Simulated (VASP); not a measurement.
# SiNi (Pnma) in VASP: notebook, part 2 of 3

VASP 6.6.1.

## Step 3: Single point, PBE, collinear spin, ferromagnetic start

This run uses another cell than the first one, of 12.10 Å³/atom.

File INCAR:

```
  ALGO = Normal
  EDIFF = 1E-6
  ENCUT = 520
  GGA = PE
  ISIF = 2
  ISMEAR = 0
  ISPIN = 2
  LASPH = True
  LCHARG = True
  LELF = True
  LMAXMIX = 4
  LORBIT = 11
  LREAL = False
  LVHAR = True
  LWAVE = False
  MAGMOM = 0 0 0 0 2 2 2 2
  NBANDS = 42
  NELM = 150
  PREC = Accurate
  SIGMA = 0.1
```

File KPOINTS:

```
k-points
0
Gamma
  4 6 4
```

File POSCAR:

```
SiNi
1.0
    5.1731000000      0.0000000000      0.0000000000
    0.0000000000      3.3381000000      0.0000000000
    0.0000000000      0.0000000000      5.6049000000
Si Ni
4 4
Direct
    0.3212800000      0.7500000000      0.0825000000
    0.1787200000      0.2500000000      0.5825000000
    0.8212800000      0.7500000000      0.4175000000
    0.6787200000      0.2500000000      0.9175000000
    0.0077900000      0.2500000000      0.1875200000
    0.4922100000      0.7500000000      0.6875200000
    0.5077900000      0.2500000000      0.3124800000
    0.9922100000      0.7500000000      0.8124800000
```

Potentials or basis: VASP PAW PBE potentials, release 64 (Si, Ni).

The run is started by

```
> cat potpaw_PBE.64/Si/POTCAR potpaw_PBE.64/Ni/POTCAR > POTCAR
> mpirun -np 1 vasp_std > vasp.out
```

OUTCAR:

```text
EDIFF = 1E-6
   ENCUT = 520
   GGA = PE
   ISIF = 2
   ISMEAR = 0
   ISPIN = 2
   LASPH = True
   LORBIT = 11
   LREAL = False
   NELM = 150
   PREC = Accurate

 ion  position               nearest neighbor table
   1  0.321  0.750  0.083-   8 2.28   7 2.32   7 2.32   6 2.38   5 2.40   5 2.40   4 2.66   4 2.66

   2  0.179  0.250  0.583-   7 2.28   8 2.32   8 2.32   5 2.38   6 2.40   6 2.40   3 2.66   3 2.66

   3  0.821  0.750  0.417-   6 2.28   5 2.32   5 2.32   8 2.38   7 2.40   7 2.40   2 2.66   2 2.66

   4  0.679  0.250  0.917-   5 2.28   6 2.32   6 2.32   7 2.38   8 2.40   8 2.40   1 2.66   1 2.66

   5  0.008  0.250  0.188-   4 2.28   3 2.32   3 2.32   2 2.38   1 2.40   1 2.40   7 2.68   7 2.68
                             8 2.69   8 2.69
   6  0.492  0.750  0.688-   3 2.28   4 2.32   4 2.32   1 2.38   2 2.40   2 2.40   8 2.68   8 2.68
                             7 2.69   7 2.69
   7  0.508  0.250  0.312-   2 2.28   1 2.32   1 2.32   4 2.38   3 2.40   3 2.40   5 2.68   5 2.68
                             6 2.69   6 2.69
   8  0.992  0.750  0.812-   1 2.28   2 2.32   2 2.32   3 2.38   4 2.40   4 2.40   6 2.68   6 2.68
                             5 2.69   5 2.69

  LATTYP: Found a simple orthorhombic cell.
 ALAT       =     3.3381000000
 B/A-ratio  =     1.5497139091
 C/A-ratio  =     1.6790689314

  Lattice vectors:

 A1 = (   0.0000000000,  -3.3381000000,   0.0000000000)
 A2 = (   5.1731000000,   0.0000000000,   0.0000000000)
 A3 = (   0.0000000000,   0.0000000000,   5.6049000000)

Analysis of symmetry for initial positions (statically):
=====================================================================
 Subroutine PRICEL returns:
 Original cell was already a primitive cell.

 Routine SETGRP: Setting up the symmetry group for a
 simple orthorhombic supercell.

 Subroutine GETGRP returns: Found  8 space group operations
 (whereof  2 operations were pure point group operations)
[... 212 lines left out ...]
      6       4.3992      1.00000
[... 1021 lines left out ...]
     39      16.7287      0.00000
     40      16.7287      0.00000

 [... further k-points ...]

 spin component 2

 k-point     1 :       0.0000    0.0000    0.0000
  band No.  band energies     occupation
      1      -2.5624      1.00000
      2       0.7431      1.00000
      3       2.1003      1.00000
      4       2.5971      1.00000
      5       3.9256      1.00000
      6       4.3991      1.00000
[... 1021 lines left out ...]
     39      16.7286      0.00000
     40      16.7286      0.00000

 [... further k-points ...]

 [bands above 40 left out]

------------------------ aborting loop because EDIFF is reached ----------------------------------------

  FORCE on cell =-STRESS in cart. coord.  units (eV):
  Direction    XX          YY          ZZ          XY          YZ          ZX
  --------------------------------------------------------------------------------------
  -------------------------------------------------------------------------------------
  Total        1.9037254      0.4561676      1.0064605      0.0000000      0.0000000      0.0000000
  in kB       31.5135117      7.5512171     16.6605461      0.0000000      0.0000000      0.0000000
  external PRESSURE =      18.5750917 kB  Pullay stress =       0.0000000 kB

 VOLUME and BASIS-vectors are now :
 -----------------------------------------------------------------------------
  energy-cutoff  :      520.00
  volume of cell :       96.79
      direct lattice vectors                 reciprocal lattice vectors
     5.173100000  0.000000000  0.000000000     0.193307688  0.000000000  0.000000000
     0.000000000  3.338100000  0.000000000     0.000000000  0.299571613  0.000000000
     0.000000000  0.000000000  5.604900000     0.000000000  0.000000000  0.178415315

 POSITION                                       TOTAL-FORCE (eV/Angst)
 -----------------------------------------------------------------------------------
      1.66201      2.50357      0.46240         0.009687      0.000000      0.013023
      0.92454      0.83452      3.26485        -0.009687      0.000000      0.013023
      4.24856      2.50357      2.34005         0.009687      0.000000     -0.013023
      3.51109      0.83452      5.14250        -0.009687      0.000000     -0.013023
      0.04030      0.83452      1.05103         0.029275      0.000000      0.009803
      2.54625      2.50357      3.85348        -0.029275     -0.000000      0.009803
      2.62685      0.83452      1.75142         0.029275      0.000000     -0.009803
      5.13280      2.50357      4.55387        -0.029275      0.000000     -0.009803
 -----------------------------------------------------------------------------------
    total drift:                                0.000000      0.000000     -0.000000

  FREE ENERGIE OF THE ION-ELECTRON SYSTEM (eV)
  ---------------------------------------------------
  free  energy   TOTEN  =       -47.6350013335 eV

  energy  without entropy=      -47.6295364211  energy(sigma->0) =      -47.63226888

 total charge

# of ion       s       p       d       tot
------------------------------------------
    1        0.761   0.854   0.000   1.615
    2        0.761   0.854   0.000   1.615
    3        0.761   0.854   0.000   1.615
    4        0.761   0.854   0.000   1.615
    5        0.499   0.639   8.447   9.585
    6        0.499   0.639   8.447   9.585
    7        0.499   0.639   8.447   9.585
    8        0.499   0.639   8.447   9.585
--------------------------------------------------
tot          5.042   5.972  33.788  44.801

 magnetization (x)

# of ion       s       p       d       tot
------------------------------------------
    1       -0.000  -0.000   0.000  -0.000
    2       -0.000  -0.000   0.000  -0.000
    3       -0.000  -0.000   0.000  -0.000
    4       -0.000  -0.000   0.000  -0.000
    5        0.000   0.000   0.000   0.000
    6        0.000   0.000   0.000   0.000
    7        0.000   0.000   0.000   0.000
    8        0.000   0.000   0.000   0.000
--------------------------------------------------
tot          0.000  -0.000   0.000   0.000
```

Run time: 2.3 min. Hardware: 1 thread of Intel Xeon 6975P-C (Granite Rapids), shared host; peak memory 0.36 GiB.

Results:

| Item | Value |
| --- | --- |
| Free energy | -47.6350 eV |
| Pressure | 1.9 GPa |
| Largest force | 0.031 eV/Å |
| Band gap on the k mesh | zero (filled and empty bands overlap) |
| Net moment | 0.00 μB per cell |
| Valence electrons inside the program's atomic spheres | Si 1.61; Ni 9.59 |

Forces on the atoms (eV/Å):
```
Si   0.010  0.000  0.013
Si  -0.010  0.000  0.013
Si   0.010  0.000 -0.013
Si  -0.010  0.000 -0.013
Ni   0.029  0.000  0.010
Ni  -0.029  0.000  0.010
Ni   0.029  0.000 -0.010
Ni  -0.029  0.000 -0.010
```

Stress tensor (GPa, compression positive):
```
3.15 0.00 0.00
0.00 0.76 0.00
0.00 0.00 1.67
```

Levels at points of the mesh, in eV from the Fermi level:
Spin up:
| k point | band 25 | band 26 | band 27 | band 28 | band 29 | band 30 | band 31 | band 32 |
| --- | --- | --- | --- | --- | --- | --- | --- | --- |
| (0.00, 0.00, 0.00) | -1.79 | -1.09 | -0.91 | -0.90 | 0.63 | 1.29 | 3.45 | 4.12 |
| (0.50, 0.00, 0.00) | -1.78 | -1.78 | 1.01 | 1.01 | 1.26 | 1.26 | 3.84 | 3.84 |
| (0.00, 0.50, 0.00) | -1.80 | -1.80 | -1.35 | -1.35 | -0.54 | -0.54 | 2.06 | 2.06 |
| (0.50, 0.50, 0.00) | -1.62 | -1.62 | -1.62 | -1.62 | 0.55 | 0.55 | 0.55 | 0.55 |
| (0.00, 0.00, 0.50) | -1.41 | -1.41 | -0.20 | -0.20 | 1.12 | 1.12 | 3.34 | 3.34 |
| (0.50, 0.00, 0.50) | -1.01 | -1.01 | 0.76 | 0.76 | 2.46 | 2.46 | 2.90 | 2.90 |
| (0.00, 0.50, 0.50) | -1.88 | -1.88 | -1.63 | -1.63 | 0.20 | 0.20 | 1.37 | 1.37 |
| (0.50, 0.50, 0.50) | -1.79 | -1.79 | -1.79 | -1.79 | 2.61 | 2.61 | 2.61 | 2.61 |
Spin down:
```
           k point  band 26  band 27  band 28  band 29  band 30  band 31
(0.00, 0.00, 0.00)    -1.09    -0.91    -0.90     0.63     1.29     3.45
(0.50, 0.00, 0.00)    -1.78     1.01     1.01     1.26     1.26     3.84
(0.00, 0.50, 0.00)    -1.80    -1.35    -1.35    -0.54    -0.54     2.06
(0.50, 0.50, 0.00)    -1.62    -1.62    -1.62     0.55     0.55     0.55
(0.00, 0.00, 0.50)    -1.41    -0.20    -0.20     1.12     1.12     3.34
(0.50, 0.00, 0.50)    -1.01     0.76     0.76     2.46     2.46     2.90
(0.00, 0.50, 0.50)    -1.88    -1.63    -1.63     0.20     0.20     1.37
(0.50, 0.50, 0.50)    -1.79    -1.79    -1.79     2.61     2.61     2.61
```

## Step 4: Single point, PBE

This run uses another cell than the first one, of 12.10 Å³/atom.

File INCAR:

```
  ALGO = Normal
  EDIFF = 1E-6
  ENCUT = 520
  GGA = PE
  ISIF = 2
  ISMEAR = 0
  LASPH = T
  LCHARG = T
  LELF = T
  LREAL = F
  LVHAR = T
  LWAVE = F
  NBANDS = 38
  NELM = 100
  PREC = Accurate
  SIGMA = 0.1
```

File KPOINTS:

```
k-points
0
Gamma
  8 10 6
```

File POSCAR:

```
SiNi
1.0
    5.1731000000      0.0000000000      0.0000000000
    0.0000000000      3.3381000000      0.0000000000
    0.0000000000      0.0000000000      5.6049000000
Si Ni
4 4
Direct
    0.3214146184      0.7500000000      0.0828435824
    0.1785853816      0.2500000000      0.5828435824
    0.8214146184      0.7500000000      0.4171564176
    0.6785853816      0.2500000000      0.9171564176
    0.0083521785      0.2500000000      0.1878148043
    0.4916478215      0.7500000000      0.6878148043
    0.5083521785      0.2500000000      0.3121851957
    0.9916478215      0.7500000000      0.8121851957
```

The run is started by

```
> cat potpaw_PBE.64/Si/POTCAR potpaw_PBE.64/Ni/POTCAR > POTCAR
> mpirun -np 1 vasp_std > vasp.out
```

It took 5.8 min on 1 thread of Intel Xeon Platinum 8375C at 2.90GHz (Ice Lake), shared host; peak memory 0.44 GiB.

The run converged. Its results:

```
Free energy            : -47.6008 eV
Pressure               : 1.7 GPa
Largest force          : 0.011 eV/Å
Band gap on the k mesh : zero (bands 28 and 29 overlap by 1.73 eV)
```

Forces in eV/Å, atoms in the order of the input:
```
Si  -0.001  0.000  0.002
Si   0.001  0.000  0.002
Si  -0.001  0.000 -0.002
Si   0.001  0.000 -0.002
Ni   0.011  0.000 -0.002
Ni  -0.011  0.000 -0.002
Ni   0.011  0.000  0.002
Ni  -0.011  0.000  0.002
```

Stress tensor (GPa, compression positive):
```
1.24 0.00 0.00
0.00 2.04 0.00
0.00 0.00 1.91
```

Levels at points of the mesh, in eV from the Fermi level:
| k point | band 26 | band 27 | band 28 | band 29 | band 30 | band 31 |
| --- | --- | --- | --- | --- | --- | --- |
| (0.00, 0.00, 0.00) | -1.20 | -1.01 | -1.00 | 0.53 | 1.19 | 3.36 |
| (0.50, 0.00, 0.00) | -1.88 | 0.91 | 0.91 | 1.17 | 1.17 | 3.75 |
| (0.00, 0.50, 0.00) | -1.88 | -1.44 | -1.44 | -0.64 | -0.64 | 1.97 |
| (0.50, 0.50, 0.00) | -1.72 | -1.72 | -1.72 | 0.46 | 0.46 | 0.46 |
| (0.00, 0.00, 0.50) | -1.51 | -0.30 | -0.30 | 1.03 | 1.03 | 3.24 |
| (0.50, 0.00, 0.50) | -1.10 | 0.66 | 0.66 | 2.37 | 2.37 | 2.80 |
| (0.00, 0.50, 0.50) | -1.97 | -1.73 | -1.73 | 0.10 | 0.10 | 1.27 |
| (0.50, 0.50, 0.50) | -1.89 | -1.89 | -1.89 | 2.52 | 2.52 | 2.52 |

Spin polarisation is off, so any magnetic state and its effect on volume and gap are missing.

[end of part 2 of 3]
